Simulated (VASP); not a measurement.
Set up this calculation in VASP 6.6.1, as the native input.

* Task: single point
* Functional: r2SCAN
* Potentials or basis: VASP PAW PBE potentials, release 64 (In_d, As)
* Cutoff: 520 eV
* k mesh: 16 × 16 × 16
* Occupations: gaussian, width 0.15 eV
* Spin: no spin polarisation
* Dipole correction: no
* Further INCAR settings: ALGO = Normal; EDIFF = 1e-06; NBANDS = 16

The system is InAs.

```
CELL_PARAMETERS angstrom
-1.20839 2.41678 2.41678
2.41678 -1.20839 2.41678
2.41678 2.41678 -1.20839
ATOMIC_POSITIONS crystal
In 0.50000 0.50000 0.50000
As 0.00000 0.00000 0.00000
```

This cell differs from its parent crystal: ratio of the length along [111] to the lengths across it x 0.5, volume and fractional coordinates fixed.

The input as run:

POSCAR

```
InAs
1.0
   -1.2083919588      2.4167839177      2.4167839177
    2.4167839177     -1.2083919588      2.4167839177
    2.4167839177      2.4167839177     -1.2083919588
In As
1 1
Direct
    0.5000000000      0.5000000000      0.5000000000
    0.0000000000      0.0000000000      0.0000000000
```

INCAR.step1

```
SYSTEM = InAs
  PREC = Accurate
  ENCUT = 520
  ISMEAR = 0
  SIGMA = 0.15
  LREAL = .FALSE.
  LASPH = .TRUE.
  NELM = 100
  NBANDS = 16
  GGA = PE
  ALGO = Normal
  EDIFF = 1E-4
  LWAVE = .TRUE.
  LCHARG = .FALSE.
```

INCAR.step2

```
SYSTEM = InAs
  PREC = Accurate
  ENCUT = 520
  EDIFF = 1E-6
  ISMEAR = 0
  SIGMA = 0.15
  LREAL = .FALSE.
  LASPH = .TRUE.
  NELM = 100
  ALGO = Normal
  ISIF = 2
  LWAVE = .FALSE.
  LCHARG = .TRUE.
  METAGGA = R2SCAN
  LMIXTAU = .TRUE.
  LELF = .TRUE.
  LVHAR = .TRUE.
  NBANDS = 16
  ISTART = 1
```

KPOINTS

```
regular mesh
0
G
  16 16 16
  0 0 0
```

Potentials or basis: VASP PAW PBE potentials, release 64 (In_d, As).

The run is started by

```bash
$ cat potpaw_PBE.64/In_d/POTCAR potpaw_PBE.64/As/POTCAR > POTCAR
$ cp INCAR.step1 INCAR
$ mpirun -np 1 vasp_std > vasp.out
$ cp INCAR.step2 INCAR
$ mpirun -np 1 vasp_std > vasp.out
```

Results of the run:

```yaml
Pressure: -3.5 GPa
Band_gap_on_the_k_mesh: zero (bands 9 and 10 overlap by 2.68 eV)
```

Caveat: the cell stands under tension; the PAW data sets were made with another functional, which shifts forces and pressure a little; spin-orbit coupling is left out, which moves the levels of the heavy elements.

It took 3.2 min on 1 thread of AMD EPYC 9R45 96-Core Processor (Zen 5), on a shared host, peak memory 0.23 GiB.
